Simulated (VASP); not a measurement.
Write the native input for VASP 6.6.1 that does the following.

```
Task                   : single point
Functional             : PBE
Potentials or basis    : VASP PAW PBE potentials, release 64 (Ru_pv)
Cutoff                 : 520 eV
k mesh                 : 24 × 24 × 14
Occupations            : gaussian, width 0.15 eV
Spin                   : no spin polarisation
Dipole correction      : no
Further INCAR settings : ALGO = Fast; EDIFF = 1e-06; NBANDS = 21
```

The structure of Ru lies in POSCAR:

```
Ru
1.0
    2.7200250908      0.0000000000      0.0000000000
   -1.3600125454      2.3556108275      0.0000000000
    0.0000000000      0.0000000000      4.2967694966
Ru
2
Direct
    0.3333333333      0.6666666667      0.2500000000
    0.6666666667      0.3333333333      0.7500000000
```

These files were run (other wordings do the same):

INCAR

```
SYSTEM = Ru
ALGO = Fast
EDIFF = 1E-6
ENCUT = 520
GGA = PE
ISIF = 2
ISMEAR = 0
LASPH = .TRUE.
LCHARG = .FALSE.
LREAL = .FALSE.
LWAVE = .FALSE.
NBANDS = 21
NELM = 100
PREC = Accurate
SIGMA = 0.15
```

KPOINTS

```
k-points
0
G
  24 24 14
  0 0 0
```

Potentials or basis: VASP PAW PBE potentials, release 64 (Ru_pv).

Command:

```console
$ cat potpaw_PBE.64/Ru_pv/POTCAR > POTCAR
$ mpirun -np 1 vasp_std > vasp.out
```

It gave:

```yaml
Pressure: 0.0 GPa
Band_gap_on_the_k_mesh: zero (bands 14 and 15 overlap by 3.10 eV)
```

It took 4.9 min on 1 thread of Intel Xeon 8259CL, on a shared host, peak memory 0.32 GiB.
